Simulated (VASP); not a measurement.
Write the native input for VASP 6.6.1 that does the following.

```yaml
Task: single point
Functional: LDA
Potentials_or_basis: VASP PAW LDA potentials, release 64 (Pd)
Cutoff: 500 eV
k_mesh: 13 × 13 × 13
Occupations: fermi-dirac, width 0.05 eV
Spin: no spin polarisation
Dipole_correction: no
Further_INCAR_settings: ALGO = Normal; EDIFF = 1e-06; NBANDS = 11
```

The structure of Pd lies in POSCAR:

```
Pd
1.0
    0.0000000000      1.9387450000      1.9387450000
    1.9387450000      0.0000000000      1.9387450000
    1.9387450000      1.9387450000      0.0000000000
Pd
1
Direct
    0.0000000000      0.0000000000      0.0000000000
```

The input as run:

INCAR

```
SYSTEM = Pd
PREC = Accurate
ENCUT = 500
EDIFF = 1E-6
ISMEAR = -1
SIGMA = 0.05
LREAL = .False.
LASPH = .True.
NELM = 120
ALGO = Normal
ISIF = 2
LWAVE = .False.
LCHARG = .False.
NBANDS = 11
GGA_COMPAT = .False.
```

KPOINTS

```
Automatic mesh
0
Gamma
  13 13 13
  0 0 0
```

Potentials or basis: VASP PAW LDA potentials, release 64 (Pd).

The run is started by

```bash
$ cat potpaw_LDA.64/Pd/POTCAR > POTCAR
$ mpirun -np 1 vasp_std > vasp.out
```

It gave:

* Pressure: -5.8 GPa
* Band gap on the k mesh: zero (band 5 reaches 10.07 eV, above the bottom of band 6 at 8.49 eV)

Run time: 16 s on 1 thread of Intel Xeon 8259CL (shared host), peak memory 0.13 GiB.
